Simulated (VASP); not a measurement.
Set up this calculation in VASP 6.6.1, as the native input.

| Item | Value |
| --- | --- |
| Task | relaxation of cell and atoms |
| Functional | PBE |
| Potentials or basis | VASP PAW PBE potentials, release 64 (Re_sv_GW, Pb_d) |
| Cutoff | 560 eV |
| k mesh | 4 × 4 × 4 |
| Occupations | gaussian, width 0.1 eV |
| Spin | no spin polarisation |
| Dipole correction | no |
| Further INCAR settings | ALGO = Normal; EDIFF = 1e-07; IBRION = 2; EDIFFG = -0.04; NSW = 90; ISIF = 3 |

The structure of RePb lies in POSCAR:

```
RePb
1.0
    0.0000000000      3.6491910010      3.6491910010
    3.6491910010      0.0000000000      3.6491910010
    3.6491910010      3.6491910010      0.0000000000
Re Pb
2 2
Direct
    0.5000000000      0.5000000000      0.5000000000
    0.7500000000      0.7500000000      0.7500000000
    0.0000000000      0.0000000000      0.0000000000
    0.2500000000      0.2500000000      0.2500000000
```

One way to write it, as run:

INCAR

```
SYSTEM = RePb
ALGO     = Normal         ! electronic algorithm
EDIFF    = 1E-7           ! SCF threshold, eV
EDIFFG   = -0.04          ! ionic threshold
ENCUT    = 560            ! plane-wave cutoff, eV
GGA      = PE             ! functional
GGA_COMPAT= .False.      
IBRION   = 2              ! ionic algorithm
ISIF     = 3              ! what is computed and relaxed
ISMEAR   = 0              ! smearing method
LASPH    = .True.         ! aspherical terms in the spheres
LCHARG   = .False.        ! write CHGCAR
LREAL    = .False.        ! projectors in reciprocal space
LWAVE    = .False.        ! write WAVECAR
NELM     = 120            ! most SCF steps
NELMIN   = 4            
NSW      = 90             ! ionic steps
PREC     = Accurate       ! precision mode
SIGMA    = 0.1            ! smearing width, eV
```

KPOINTS

```
k-points
0
Gamma
  4 4 4
  0 0 0
```

Potentials or basis: VASP PAW PBE potentials, release 64 (Re_sv_GW, Pb_d).

The run is started by

```console
$ cat potpaw_PBE.64/Re_sv_GW/POTCAR potpaw_PBE.64/Pb_d/POTCAR > POTCAR
$ mpirun -np 1 vasp_std > vasp.out
```

Results of the run:

```
Relaxed volume                        : 20.01 Å³/atom
Relaxed cell                          : a = 4.837 Å, b = 4.837 Å, c = 4.837 Å, α = 60.00°, β = 60.00°, γ = 60.00°
Space group after relaxing (to 0.1 Å) : Fd-3m (No. 227)
Energy gained by relaxing             : 286.8 meV/atom
Ionic steps                           : 5
Pressure after relaxing               : 0.1 GPa
Band gap on the k mesh                : zero (bands 29 and 30 overlap by 1.10 eV)
```

Caveat: the k points lie up to 0.40 Å⁻¹ apart in the final cell, too coarse for converged energies and pressures of a metal; the volume moved by over 15 % at a fixed basis, so the end points are rough; spin-orbit coupling is left out, which moves the levels of the heavy elements.

It took 2.7 min on 1 thread of Intel(R) Xeon(R) Platinum 8488C (Sapphire Rapids), with other jobs on the host, peak memory 0.26 GiB.
